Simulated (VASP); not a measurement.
Wanted: the native input for a VASP 6.6.1 run.

- Task: single point
- Functional: LDA
- Potentials or basis: VASP PAW LDA potentials, release 64 (In_d, Sb)
- Cutoff: 520 eV
- k mesh: 10 × 10 × 10
- Occupations: fermi-dirac, width 0.03 eV
- Spin: no spin polarisation
- Dipole correction: no
- Further INCAR settings: ALGO = Normal; EDIFF = 1e-06; NBANDS = 16

The structure of InSb lies in POSCAR:

```
InSb
1.0
    0.0000000000      3.2498612086      3.2498612086
    3.2498612086      0.0000000000      3.2498612086
    3.2498612086      3.2498612086      0.0000000000
In Sb
1 1
Direct
    0.0000000000      0.0000000000      0.0000000000
    0.7500000000      0.7500000000      0.7500000000
```

This cell differs from its parent crystal: volume scaled by 1.01.

These files were run (other wordings do the same):

INCAR

```
SYSTEM = InSb
  ALGO = Normal
  EDIFF = 1E-6
  ENCUT = 520
  ISIF = 2
  ISMEAR = -1
  LASPH = .True.
  LCHARG = .False.
  LREAL = .False.
  LWAVE = .False.
  NBANDS = 16
  NELM = 80
  PREC = Accurate
  SIGMA = 0.03
```

KPOINTS

```
k-points
0
Gamma
  10 10 10
  0 0 0
```

Potentials or basis: VASP PAW LDA potentials, release 64 (In_d, Sb).

The run is started by

```sh
$ cat potpaw_LDA.64/In_d/POTCAR potpaw_LDA.64/Sb/POTCAR > POTCAR
$ mpirun -np 1 vasp_std > vasp.out
```

Results of the run:

| Property | Result |
| --- | --- |
| Pressure | -0.9 GPa |
| Band gap on the k mesh | zero (filled and empty bands touch) |

Caveat: spin-orbit coupling is left out, which moves the levels of the heavy elements.

It took 64 s on 1 thread of Intel(R) Xeon(R) Platinum 8259CL CPU @ 2.50GHz (Skylake/Cascade Lake) (shared host), peak memory 0.2 GiB.
